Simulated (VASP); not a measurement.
MnSe: single point with LDA

The system is MnSe.

```xyz
2
Lattice="0.0000 2.5540 2.5540 2.5540 0.0000 2.5540 2.5540 2.5540 0.0000" Properties=species:S:1:pos:R:3 pbc="T T T"
Mn    0.0000    0.0000    0.0000
Se    2.5540    2.5540    2.5540
```

- Program: VASP 6.6.1
- Task: single point
- Functional: LDA
- Potentials or basis: VASP PAW LDA potentials, release 64 (Mn_pv, Se)
- Cutoff: 520 eV
- k mesh: 14 × 14 × 14
- Occupations: gaussian, width 0.2 eV
- Spin: collinear spin, ferromagnetic start
- Starting moments: [3.92, 0.0] μB
- Dipole correction: no
- Further INCAR settings: ALGO = Normal; EDIFF = 1e-07; NBANDS = 20

```json
{
  "Pressure": "-0.7 GPa",
  "Net moment": "3.86 μB per cell",
  "Site moments": "Mn +3.56; Se +0.06 μB",
  "Valence electrons inside the program's atomic spheres": "Mn 11.56; Se 3.93"
}
```

Levels at points of the mesh, in eV from the Fermi level:
Spin up:
| k point | band 9 | band 10 | band 11 | band 12 | band 13 | band 14 | band 15 | band 16 |
| --- | --- | --- | --- | --- | --- | --- | --- | --- |
| (0.00, 0.00, 0.00) | -2.88 | -1.46 | -1.46 | -1.46 | 2.69 | 9.14 | 9.14 | 9.14 |
| (0.50, 0.00, 0.00) | -2.30 | -1.91 | 1.49 | 1.49 | 2.85 | 5.50 | 5.50 | 10.28 |
| (0.50, 0.50, 0.00) | -2.56 | -2.11 | -2.11 | -1.56 | 1.04 | 5.64 | 12.25 | 13.31 |
Spin down:
| k point | band 6 | band 7 | band 8 | band 9 | band 10 | band 11 |
| --- | --- | --- | --- | --- | --- | --- |
| (0.00, 0.00, 0.00) | -1.26 | -1.26 | -0.37 | -0.37 | -0.37 | -0.21 |
| (0.50, 0.00, 0.00) | -3.72 | -3.72 | 0.70 | 0.70 | 0.96 | 3.23 |
| (0.50, 0.50, 0.00) | -3.34 | -3.34 | -1.62 | 0.26 | 0.99 | 0.99 |

It took 69 s on 1 thread of Intel(R) Xeon(R) 6975P-C (Granite Rapids), with other jobs on the host, peak memory 0.22 GiB.

Caveat: a cell with one magnetic atom can't hold antiferromagnetic order, which such compounds often take; semilocal functionals often make such compounds metallic where correlation or magnetic order opens a gap, which also shifts bond lengths. With open d or f shells a metallic result of LDA can be an artefact of self-interaction; +U or a hybrid may open a gap.
